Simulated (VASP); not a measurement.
Crystal: TaSi5.

```
Ta Si
1.0
     2.78076    0.00000    0.00000
    -1.39038    2.40821    0.00000
     0.00000    0.00000   13.91000
Ta Si
1 5
Direct
  0.00000 0.00000 0.00000
  0.66667 0.33333 0.84087
  0.00000 0.00000 0.67163
  0.66667 0.33333 0.50000
  0.00000 0.00000 0.32837
  0.66667 0.33333 0.15913
```

- Program: VASP 6.6.1
- Task: relaxation of cell and atoms
- Functional: PBE
- Potentials or basis: VASP PAW PBE potentials, release 64 (Ta_sv_GW, Si)
- Cutoff: 500 eV
- k mesh: 6 × 6 × 2
- Occupations: gaussian, width 0.1 eV
- Spin: no spin polarisation

At the start: pressure 0.1 GPa; volume 15.53 Å³/atom.

Question: Where does the relaxation end?

Answer: Over 29 steps the energy falls by 207.5 meV/atom and the volume is 16.57 Å³/atom (+6.7 %); space group P-6m2 (No. 187, to 0.05 Å).

Step by step:
```tsv
step	energy change (eV)	largest force (eV/Å)	pressure (GPa)	volume (Å³)
1	0.0000	0.2723	0.13	93.15
2	-0.0648	0.3343	-0.17	93.29
3	-0.4938	0.8567	-0.34	93.31
4	-0.2953	1.0691	4.51	91.40
5	-0.3576	0.9253	2.68	92.82
6	-0.4175	0.6202	-0.37	95.66
7	-0.5731	0.5427	-5.46	101.19
8	-0.3826	1.2924	-12.01	111.57
9	-0.6832	0.5926	-7.58	103.99
10	-0.6911	0.5812	-7.99	104.62
11	-0.7102	0.5674	-8.27	105.15
12	-0.7270	0.6324	-8.66	105.92
13	-0.7282	0.8866	-9.54	107.41
14	-0.7324	0.7021	-8.88	106.34
15	-0.7713	0.7112	-8.49	105.87
16	-0.8788	0.7401	-7.22	104.48
17	-1.0439	0.7785	-4.34	101.70
18	-1.1186	0.8454	2.92	96.22
19	-1.1349	0.8289	0.58	97.83
20	-1.1467	0.7681	0.56	97.90
21	-1.1769	0.5801	0.45	98.08
22	-1.2143	0.3285	0.37	98.45
23	-1.1935	0.6176	0.64	99.18
24	-1.2217	0.3527	0.39	98.70
25	-1.2306	0.2938	0.01	99.07
26	-1.2401	0.1856	-0.71	99.87
27	-1.2408	0.1547	-0.94	100.11
28	-1.2449	0.0061	0.40	99.25
29	-1.2451	0.0250	0.15	99.40
```

Final structure:
```
Ta Si
1.0
     3.50425    0.00000    0.00000
    -1.75212    3.03477    0.00000
     0.00000    0.00000    9.34701
Ta Si
1 5
Direct
  0.00000 0.00000 0.00000
  0.66667 0.33333 0.82029
  0.00000 0.00000 0.68081
  0.66667 0.33333 0.50000
  0.00000 0.00000 0.31919
  0.66667 0.33333 0.17971
```

Caveat: the k points lie up to 0.35 Å⁻¹ apart in the final cell.
